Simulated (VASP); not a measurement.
HfO2:

```
CELL_PARAMETERS angstrom
4.88046 0.00000 0.00000
0.00000 4.88046 0.00000
0.00000 0.00000 3.23781
ATOMIC_POSITIONS crystal
Hf 0.00000 0.00000 0.00000
Hf 0.50000 0.50000 0.50000
O 0.30519 0.30519 0.00000
O 0.19481 0.80519 0.50000
O 0.80519 0.19481 0.50000
O 0.69481 0.69481 0.00000
```

- Program: VASP 6.6.1
- Task: relaxation of cell and atoms
- Functional: LDA
- Potentials or basis: VASP PAW LDA potentials, release 64 (Hf_pv, O)
- Cutoff: 600 eV
- k mesh: 6 × 6 × 8
- Occupations: fermi-dirac, width 0.02 eV
- Spin: no spin polarisation

At the start: pressure -13.8 GPa; volume 12.85 Å³/atom.

Task: Where does the relaxation end?

Result: Over 12 steps the energy falls by 36.1 meV/atom and the volume is 12.06 Å³/atom (-6.2 %); space group P4_2/mnm (No. 136, to 0.1 Å) before and after.

Step by step:
```tsv
step	energy change (eV)	largest force (eV/Å)	pressure (GPa)	volume (Å³)
1	0.0000	0.1601	-13.82	77.12
2	0.4822	0.9329	32.94	65.39
3	-0.2118	0.1341	-0.68	72.68
4	-0.2121	0.1441	-0.28	72.55
5	-0.2120	0.1514	0.04	72.46
6	-0.2162	0.0571	0.31	72.21
7	-0.2165	0.0151	0.26	72.26
8	-0.2165	0.0138	-0.31	72.43
9	-0.2166	0.0144	-0.08	72.34
10	-0.2166	0.0144	-0.03	72.34
11	-0.2166	0.0144	-0.03	72.34
12	-0.2166	0.0025	0.01	72.33
```

Final structure:
```
Hf O
1.0
     4.77162    0.00000    0.00000
     0.00000    4.77162    0.00000
     0.00000    0.00000    3.17682
Hf O
2 4
Direct
  0.00000 0.00000 0.00000
  0.50000 0.50000 0.50000
  0.30498 0.30498 0.00000
  0.19502 0.80498 0.50000
  0.80498 0.19502 0.50000
  0.69502 0.69502 0.00000
```
